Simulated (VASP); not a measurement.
## AgI: electric field gradients with PBE

Crystal: AgI.

```xyz
2
Lattice="0.0000 3.2148 3.2148 3.2148 0.0000 3.2148 3.2148 3.2148 0.0000" Properties=species:S:1:pos:R:3 pbc="T T T"
Ag    0.0000    0.0000    0.0000
I     4.8222    4.8222    4.8222
```

- Program: VASP 6.6.1
- Task: electric field gradients
- Functional: PBE
- Potentials or basis: VASP PAW PBE potentials, release 64 (Ag, I)
- Cutoff: 400 eV
- k mesh: 7 × 7 × 7
- Occupations: fermi-dirac, width 0.01 eV
- Spin: no spin polarisation
- Dipole correction: no
- Further INCAR settings: ALGO = Normal; EDIFF = 1e-08; NBANDS = 16

```json
{
  "Pressure": "2.8 GPa",
  "Band gap on the k mesh": "1.34 eV",
  "Largest electric field gradient by atom": "zero within the noise of the run"
}
```

Levels at points of the mesh, in eV from the valence-band top:
```
           k point  band 5  band 6  band 7  band 8  band 9  band 10  band 11  band 12  band 13  band 14
(0.00, 0.00, 0.00)   -3.21   -3.21    0.00    0.00    0.00     1.34     5.70     5.70     5.70     8.96
```

It took 40 s on 1 thread of Intel Xeon 8259CL, with other jobs on the host, peak memory 0.17 GiB.

Caveat: spin-orbit coupling is left out, which moves the levels of the heavy elements.
